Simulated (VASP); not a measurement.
BAs: relaxation of cell and atoms with PBE

The system is BAs.

```
As B
1.0
     0.00000    2.38850    2.38850
     2.38850    0.00000    2.38850
     2.38850    2.38850    0.00000
As B
1 1
Direct
  0.75000 0.75000 0.75000
  0.00000 0.00000 0.00000
```

```
Program                : VASP 6.6.1
Task                   : relaxation of cell and atoms
Functional             : PBE
Potentials or basis    : VASP PAW PBE potentials, release 64 (As, B)
Cutoff                 : 600 eV
k mesh                 : 10 × 10 × 10
Occupations            : fermi-dirac, width 0.05 eV
Spin                   : no spin polarisation
Target pressure        : 20 GPa
Dipole correction      : no
Further INCAR settings : ALGO = Normal; EDIFF = 1e-06; IBRION = 2; EDIFFG = -0.005; NSW = 80; ISIF = 3
```

| Item | Value |
| --- | --- |
| Relaxed volume | 12.40 Å³/atom |
| Relaxed cell | a = 3.274 Å, b = 3.274 Å, c = 3.274 Å, α = 60.00°, β = 60.00°, γ = 60.00° |
| Space group after relaxing (to 0.05 Å) | F-43m (No. 216) |
| Energy change on relaxing (the enthalpy is what falls) | +84.6 meV/atom |
| Ionic steps | 7 |
| Pressure after relaxing | 20.0 GPa |
| Band gap on the k mesh | 1.07 eV, indirect (least direct gap 3.40 eV) |

Step by step:
```
step  energy change (eV)  largest force (eV/Å)  pressure (GPa)  volume (Å³)
   1              0.0000                0.0000            3.42        27.25
   2              0.7494                0.0000           50.37        22.06
   3              0.1615                0.0000           19.48        24.87
   4              0.1683                0.0000           19.93        24.81
   5              0.1742                0.0000           20.34        24.77
   6              0.1639                0.0000           19.64        24.85
   7              0.1692                0.0000           20.00        24.81
```

Final structure:
```cif
data_structure
_symmetry_space_group_name_H-M 'P 1'
_symmetry_Int_Tables_number 1
_cell_length_a 3.2736
_cell_length_b 3.2736
_cell_length_c 3.2736
_cell_angle_alpha 60.000
_cell_angle_beta 60.000
_cell_angle_gamma 60.000
_cell_volume 24.81
loop_
_atom_site_label
_atom_site_type_symbol
_atom_site_fract_x
_atom_site_fract_y
_atom_site_fract_z
_atom_site_occupancy
As1 As 0.75000 0.75000 0.75000 1
B1 B 0.00000 0.00000 0.00000 1
```

Levels at points of the mesh, in eV from the valence-band top:
```
           k point  band 1  band 2  band 3  band 4  band 5  band 6  band 7  band 8
(0.00, 0.00, 0.00)  -16.30    0.00    0.00    0.00    3.40    3.40    3.40    5.91
(0.50, 0.00, 0.00)  -13.07   -9.51   -1.99   -1.99    3.27    4.88    4.88    9.03
(0.50, 0.50, 0.00)  -11.60   -9.08   -4.49   -4.49    1.30    1.35   12.29   12.29
```

It took 87 s on 1 thread of Intel Xeon 8259CL (shared host), peak memory 0.17 GiB.

Caveat: the cell is relaxed towards a set pressure, so the enthalpy falls and the energy may rise. A k mesh can miss the band edges.
